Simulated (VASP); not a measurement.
# Co (I4/mmm) in VASP: single point with PBE

Aim: the single point of Co with PBE.

All numbers are computed with VASP 6.6.1; they aren't measurements. Logs are shortened: lines on timing, memory, paths and dates and some standing lists are left out, and cuts for length are marked.

## Step 1: The cell of the first run

Symmetry: I4/mmm, No. 139, tetragonal system. Conventional cell: a = 2.580 Å, b = 2.580 Å, c = 2.805 Å, α = 90.00°, β = 90.00°, γ = 90.00°. Within 3.0 Å of Co (site symmetry 4/mmm) lie 14 Co at 2.30 to 2.80 Å.

## Step 2: Single point, PBE, collinear spin, ferromagnetic start (strain -0.080 along x and y, +0.000 along z)

Input file INCAR:

```
SYSTEM = Co
ALGO = Normal ; EDIFF = 1E-6
ENCUT = 520 ; GGA = PE
ISIF = 2 ; ISMEAR = 0
ISPIN = 2 ; LASPH = .TRUE.
LCHARG = .FALSE. ; LMAXMIX = 4
LORBIT = 11 ; LREAL = .FALSE.
LWAVE = .FALSE. ; MAGMOM = 2.06
NBANDS = 14 ; NELM = 150
PREC = Accurate ; SIGMA = 0.15
```

Input file KPOINTS:

```
k-points
0
G
  24 24 24
  0 0 0
```

Input file POSCAR:

```
Co
1.0
   -1.2901344000      1.2901344000      1.4023200000
    1.2901344000     -1.2901344000      1.4023200000
    1.2901344000      1.2901344000     -1.4023200000
Co
1
Direct
    0.0000000000      0.0000000000      0.0000000000
```

Potentials or basis: VASP PAW PBE potentials, release 64 (Co).

Run with:

```
$ cat potpaw_PBE.64/Co/POTCAR > POTCAR
$ mpirun -np 1 vasp_std > vasp.out
```

OUTCAR:

```text
SYSTEM = Co
   EDIFF = 1E-6
   ENCUT = 520
   GGA = PE
   ISIF = 2
   ISMEAR = 0
   ISPIN = 2
   LASPH = .TRUE.
   LORBIT = 11
   LREAL = .FALSE.
   NELM = 150
   PREC = Accurate

 ion  position               nearest neighbor table
   1  0.000  0.000  0.000-

  LATTYP: Found a body centered tetragonal cell.
 ALAT       =     2.5802688000
 C/A-ratio  =     1.0869565217

  Lattice vectors:

 A1 = (  -1.2901344000,   1.2901344000,   1.4023200000)
 A2 = (   1.2901344000,  -1.2901344000,   1.4023200000)
 A3 = (   1.2901344000,   1.2901344000,  -1.4023200000)

Analysis of symmetry for initial positions (statically):
=====================================================================
 Subroutine PRICEL returns:
 Original cell was already a primitive cell.

 Routine SETGRP: Setting up the symmetry group for a
 body centered tetragonal supercell.

 Subroutine GETGRP returns: Found 16 space group operations
 (whereof 16 operations were pure point group operations)
 out of a pool of 16 trial point group operations.

The static configuration has the point symmetry D_4h.

Analysis of symmetry for dynamics (positions and initial velocities):
=====================================================================
 Subroutine PRICEL returns:
 Original cell was already a primitive cell.

 Routine SETGRP: Setting up the symmetry group for a
 body centered tetragonal supercell.

 Subroutine GETGRP returns: Found 16 space group operations
 (whereof 16 operations were pure point group operations)
 out of a pool of 16 trial point group operations.

The dynamic configuration has the point symmetry D_4h.

Analysis of structural, dynamic, and magnetic symmetry:
=====================================================================
 Subroutine PRICEL returns:
 Original cell was already a primitive cell.

 Routine SETGRP: Setting up the symmetry group for a
 body centered tetragonal supercell.

 Subroutine GETGRP returns: Found 16 space group operations
 (whereof 16 operations were pure point group operations)
 out of a pool of 16 trial point group operations.

The overall configuration has the point symmetry D_4h.

 Subroutine INISYM returns: Found 16 space group operations
 (whereof 16 operations are pure point group operations),
 and found     1 'primitive' translations

----------------------------------------------------------------------------------------

                                     Primitive cell

  volume of cell :       9.3363

  direct lattice vectors                    reciprocal lattice vectors
    -1.290134400  1.290134400  1.402320000     0.000000000  0.387556521  0.356552000
     1.290134400 -1.290134400  1.402320000     0.387556521  0.000000000  0.356552000
     1.290134400  1.290134400 -1.402320000     0.387556521  0.387556521  0.000000000

  length of vectors
     2.301172510  2.301172510  2.301172510     0.526620723  0.526620723  0.548087689

  position of ions in fractional coordinates (direct lattice)
     0.000000000  0.000000000  0.000000000

  ion indices of the primitive-cell ions
   primitive index   ion index
                 1           1

----------------------------------------------------------------------------------------

 KPOINTS: k-points

Automatic generation of k-mesh.
 Grid dimensions read from file:
 generate k-points for:   24   24   24

 Generating k-lattice:

  Cartesian coordinates                     Fractional coordinates (reciprocal lattice)
     0.000000000  0.016148188  0.014856333     0.041666667  0.000000000 -0.000000000
     0.016148188  0.000000000  0.014856333     0.000000000  0.041666667 -0.000000000
     0.016148188  0.016148188  0.000000000     0.000000000  0.000000000  0.041666667

  Length of vectors
     0.021942530  0.021942530  0.022836987

  Shift w.r.t. Gamma in fractional coordinates (k-lattice)
     0.000000000  0.000000000  0.000000000

 Subroutine IBZKPT returns following result:
 ===========================================

 Found   1063 irreducible k-points:

 Following reciprocal coordinates:
            Coordinates               Weight
  0.000000  0.000000  0.000000      1.000000
  0.041667  0.000000 -0.000000      8.000000
  0.083333  0.000000 -0.000000      8.000000
  0.125000  0.000000  0.000000      8.000000
  0.166667  0.000000  0.000000      8.000000
  0.208333  0.000000 -0.000000      8.000000
[... 16 lines left out ...]
  0.416667  0.041667  0.000000     16.000000
  0.458333  0.041667  0.000000     16.000000
 [... further k-points ...]
   k-points           NKPTS =   1063   k-points in BZ     NKDIM =   1063   number of bands    NBANDS=     14
   number of dos      NEDOS =    301   number of ions     NIONS =      1
   total plane-waves  NPLWV =   5832
   dimension x,y,z NGX =    18 NGY =   18 NGZ =   18
   dimension x,y,z NGXF=    36 NGYF=   36 NGZF=   36
   ions per type =               1
   NGX,Y,Z   is equivalent  to a cutoff of  13.00, 13.00, 13.00 a.u.
   NGXF,Y,Z  is equivalent  to a cutoff of  26.01, 26.01, 26.01 a.u.
 SYSTEM =  Co
   PREC   = accura    normal or accurate (medium, high low for compatibility)
   ISTART =      0    job   : 0-new  1-cont  2-samecut
   ICHARG =      2    charge: 1-file 2-atom 10-const
   ISPIN  =      2    spin polarized calculation?
   LNONCOLLINEAR =      F non collinear calculations
   LSORBIT =      F    spin-orbit coupling
   LASPH  =      T    aspherical Exc in radial PAW
   ENCUT  =  520.0 eV  38.22 Ry    6.18 a.u.   4.28  4.28  4.28*2*pi/ulx,y,z
   NELM   =    150;   NELMIN=  2; NELMDL= -5     # of ELM steps
   EDIFF  = 0.1E-05   stopping-criterion for ELM
   LREAL  =      F    real-space projection
   EDIFFG = 0.1E-04   stopping-criterion for IOM
   NSW    =      0    number of steps for IOM
   IBRION =     -1    ionic relax: 0-MD 1-quasi-New 2-CG
   NFREE  =      0    steps in history (QN), initial steepest desc. (CG)
   ISIF   =      2    stress and relaxation
   ISYM   =      2    0-nonsym 1-usesym 2-fastsym
   POTIM  = 0.5000    time-step for ionic-motion
   TEBEG  =    0.0;   TEEND  =   0.0 temperature during run
   PSTRESS=    0.0 pullay stress
   NELECT =       9.0000    total number of electrons
   NUPDOWN=      -1.0000    fix difference up-down
   EMIN   =  10.00;   EMAX   =-10.00  energy-range for DOS
   EFERMI =   0.00;   METHOD = LEGACY
   ISMEAR =     0;   SIGMA  =   0.15  broadening in eV -4-tet -1-fermi 0-gaus
   EFERMI_NEDOS =   21; number of points for ismear=-14 and -15
   IALGO  =     38    algorithm
   IMIX   =      4    mixing-type and parameters
     AMIX     =   0.40;   BMIX     =  1.00
     AMIX_MAG =   1.60;   BMIX_MAG =  1.00
  volume/ion in A,a.u.               =       9.34        63.00
  Fermi-wavevector in a.u.,A,eV,Ry     =   1.617198  3.056062 35.583737  2.615331
  Thomas-Fermi vector in A             =   2.711662
   LORBIT       =     11    0 simple, 1 ext, 2 COOP (PROOUT), +10 PAW based schemes
   GGA     = PE    functional components
   LHFCALC =     F    Hartree Fock is set to
   AEXX    =    0.0000 exact exchange contribution
   IVDW    =     0    specifies the selected vdW correction
   LEPSILON=     F    determine dielectric tensor
   LRPA    =     F    only Hartree local field effects (RPA)
 spin polarized calculation
 Gauss-broadening in eV      SIGMA  =   0.15
  energy-cutoff  :      520.00
  volume of cell :        9.34
 maximum number of plane-waves:       265
 NGX is ok and might be reduce to    18
   NGX =  9   NGY =  9   NGZ =  9

 number of electron       8.9999994 magnetization       1.5865543

 Free energy of the ion-electron system (eV)
  ---------------------------------------------------
  ext. energy  EPLUGINS =         0.00000000
  ---------------------------------------------------
  free energy    TOTEN  =        -6.73463055 eV

  energy without entropy =       -6.72093440  energy(sigma->0) =       -6.72778248

 E-fermi :  12.8465     XC(G=0): -14.3128

 val. band max:       12.8451903331   @ k =  -0.3333  -0.4583   0.0833
 cond. band min:      12.8470631320   @ k =   0.1250   0.0833   0.0833
 fundamental gap:      0.0018727989
 Fermi energy:        12.8464867046

 spin component 1

 k-point     1 :       0.0000    0.0000    0.0000
  band No.  band energies     occupation
      1       2.7225      1.00000
      2       9.4867      1.00000
      3       9.4867      1.00000
      4      10.0031      1.00000
      5      10.9067      1.00000
      6      11.2786      1.00000
      7      38.5957      0.00000
      8      40.4944      0.00000
      9      40.4944      0.00000
     10      45.9373      0.00000
     11      46.9307      0.00000
     12      47.6432      0.00000
     13      48.5142      0.00000
     14      48.5143      0.00000

 k-point     2 :       0.0417    0.0000   -0.0000
  band No.  band energies     occupation
      1       2.8029      1.00000
      2       9.4867      1.00000
      3       9.5009      1.00000
      4      10.0109      1.00000
      5      10.8927      1.00000
      6      11.2679      1.00000
      7      38.3902      0.00000
      8      40.1306      0.00000
      9      40.4627      0.00000
     10      45.7986      0.00000
     11      46.2724      0.00000
     12      47.4741      0.00000
     13      48.1553      0.00000
     14      48.7054      0.00000
[... 343 lines left out ...]
      1       6.6617      1.00000
      2       8.6456      1.00000
      3      10.7694      1.00000
      4      11.1747      1.00000
      5      11.8629      1.00000
      6      12.9332      0.20691
      7      21.6438      0.00000
      8      33.2687      0.00000
      9      36.2698      0.00000
     10      40.2399      0.00000
     11      44.4006      0.00000
     12      48.6063      0.00000
     13      49.2113      0.00000
     14      53.0087      0.00000

 k-point    24 :       0.4583    0.0417    0.0000
  band No.  band energies     occupation
      1       6.6696      1.00000
      2       8.6076      1.00000
      3      10.7397      1.00000
      4      11.3586      1.00000
      5      12.1275      1.00000
      6      13.2478      0.00008
      7      20.7733      0.00000
      8      33.1084      0.00000
      9      36.0449      0.00000
     10      40.1660      0.00000
     11      44.4013      0.00000
     12      48.3275      0.00000
     13      49.1391      0.00000
     14      54.6111      0.00000

 [... further k-points ...]

 spin component 2

 k-point     1 :       0.0000    0.0000    0.0000
  band No.  band energies     occupation
      1       2.7955      1.00000
      2      10.8861      1.00000
      3      10.8861      1.00000
      4      11.5455      1.00000
      5      12.8033      0.65804
      6      13.4847      0.00000
      7      38.4002      0.00000
      8      40.3743      0.00000
      9      40.3743      0.00000
     10      46.0888      0.00000
     11      46.9453      0.00000
     12      48.4502      0.00000
     13      48.9132      0.00000
     14      48.9132      0.00000

 k-point     2 :       0.0417    0.0000   -0.0000
  band No.  band energies     occupation
      1       2.8763      1.00000
      2      10.8841      1.00000
      3      10.9009      1.00000
      4      11.5525      1.00000
      5      12.7863      0.71472
      6      13.4720      0.00000
      7      38.2287      0.00000
      8      40.0366      0.00000
      9      40.3584      0.00000
     10      46.0219      0.00000
     11      46.5416      0.00000
     12      47.8275      0.00000
     13      48.5900      0.00000
     14      50.2365      0.00000
[... 343 lines left out ...]
      1       7.5205      1.00000
      2       9.9765      1.00000
      3      11.9208      1.00000
      4      12.7174      0.88827
      5      13.5680      0.00000
      6      14.4227      0.00000
      7      22.5159      0.00000
      8      33.3043      0.00000
      9      36.6387      0.00000
     10      40.5342      0.00000
     11      44.9490      0.00000
     12      48.7649      0.00000
     13      52.4798      0.00000
     14      53.3040      0.00000

 k-point    24 :       0.4583    0.0417    0.0000
  band No.  band energies     occupation
      1       7.5842      1.00000
      2       9.9348      1.00000
      3      12.2832      1.00000
      4      12.7205      0.88250
      5      13.6381      0.00000
      6      14.5890      0.00000
      7      21.7385      0.00000
      8      33.1360      0.00000
      9      36.4083      0.00000
     10      40.4671      0.00000
     11      44.9703      0.00000
     12      48.4048      0.00000
     13      52.5225      0.00000
     14      54.8100      0.00000

 [... further k-points ...]
[... 5 lines left out ...]
  --------------------------------------------------------------------------------------
  -------------------------------------------------------------------------------------
  Total        2.7690855      2.7690855      3.2234790      0.0000000      0.0000000     -0.0000000
  in kB      475.1928706    475.1928706    553.1697105      0.0000000      0.0000000     -0.0000000
  external PRESSURE =     501.1851506 kB  Pullay stress =       0.0000000 kB

 VOLUME and BASIS-vectors are now :
 -----------------------------------------------------------------------------
  energy-cutoff  :      520.00
  volume of cell :        9.34
      direct lattice vectors                 reciprocal lattice vectors
    -1.290134400  1.290134400  1.402320000     0.000000000  0.387556521  0.356552000
     1.290134400 -1.290134400  1.402320000     0.387556521  0.000000000  0.356552000
     1.290134400  1.290134400 -1.402320000     0.387556521  0.387556521  0.000000000

 POSITION                                       TOTAL-FORCE (eV/Angst)
 -----------------------------------------------------------------------------------
      0.00000      0.00000      0.00000         0.000000     -0.000000      0.000000
 -----------------------------------------------------------------------------------
    total drift:                                0.000000      0.000000      0.000000

  FREE ENERGIE OF THE ION-ELECTRON SYSTEM (eV)
  ---------------------------------------------------
  free  energy   TOTEN  =        -6.7346305502 eV

  energy  without entropy=       -6.7209344040  energy(sigma->0) =       -6.72778248

 total charge

# of ion       s       p       d       tot
------------------------------------------
    1        0.558   0.674   7.378   8.609

 magnetization (x)

# of ion       s       p       d       tot
------------------------------------------
    1       -0.007  -0.047   1.634   1.579
```

It took 3.3 min on 1 thread of Intel Xeon Platinum 8259CL at 2.50GHz (Skylake/Cascade Lake), shared host; peak memory 0.31 GiB.

Results:

* Free energy: -6.7346 eV
* Pressure: 50.1 GPa
* Net moment: 1.59 μB per cell
* Site moments: Co +1.58 μB
* Valence electrons inside the program's atomic spheres: Co 8.61

Caveat: the cell differs from its parent crystal (strain -0.080 along x and y, +0.000 along z).
